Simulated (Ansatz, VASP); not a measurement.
**One calculation of ZrO2, two programs**

INCAR

```
SYSTEM = ZrO2
ALGO = Normal
EDIFF = 1E-7
EDIFFG = -0.005
ENCUT = 600
GGA = PS
GGA_COMPAT = .False.
IBRION = 2
ISIF = 3
ISMEAR = 0
LASPH = .True.
LCHARG = .False.
LREAL = .False.
LWAVE = .False.
NELM = 120
NELMIN = 4
NSW = 70
PREC = Accurate
SIGMA = 0.02
```

File KPOINTS:

```
k-points
0
Gamma
  8 8 8
  0 0 0
```

The input POSCAR:

```
ZrO2
1.0
    0.0000000000      2.5578982120      2.5578982120
    2.5578982120      0.0000000000      2.5578982120
    2.5578982120      2.5578982120      0.0000000000
Zr O
1 2
Direct
    0.0000000000      0.0000000000      0.0000000000
    0.2500000000      0.2500000000      0.2500000000
    0.7500000000      0.7500000000      0.7500000000
```

Input for Ansatz:

```yaml
crystal:
  lattice:
    - [0.0, 2.557898212, 2.557898212]
    - [2.557898212, 0.0, 2.557898212]
    - [2.557898212, 2.557898212, 0.0]
  atoms:
    - { symbol: Zr, position: [0.0, 0.0, 0.0] }
    - { symbol: O, position: [0.25, 0.25, 0.25] }
    - { symbol: O, position: [0.75, 0.75, 0.75] }
basis:
  ecutwfc: 420
kpoints:
  mp_grid: { grid: [8, 8, 8] }
hamiltonian:
  xc: pbesol
scf:
  occupations: { method: gaussian, width: 0.02 }
output:
  forces: true
  stress: true
  eigenvalues: true
relax:
  adjacent_minimum: "off"
  f_tol: 0.005
  max_steps: 50
  cell: { stress_tol: 0.05 }
```

Alike in both runs: task relaxation of cell and atoms; functional PBEsol; k mesh 8 × 8 × 8; occupations gaussian, width 0.02 eV; no spin polarisation.

```csv
,VASP,Ansatz
version,VASP 6.6.1,Ansatz 0.2.0
potentials or method,"VASP PAW PBE potentials, release 64 (Zr_sv, O), cutoff 600 eV","scalar-relativistic, plane waves, PAW"
valence electrons in the cell,24,24
```

```csv
,VASP,Ansatz,Ansatz less VASP
"gap on the k mesh at the Fermi level, each at its own relaxed structure (eV)",3.32,3.33,+0.008
relaxed volume (Å³/atom),10.83,10.82,-0.007
relaxed cell length with the largest relative difference (Å),3.582,3.581,-0.0007
```

VASP's potentials were made for PBE, not for PBEsol.
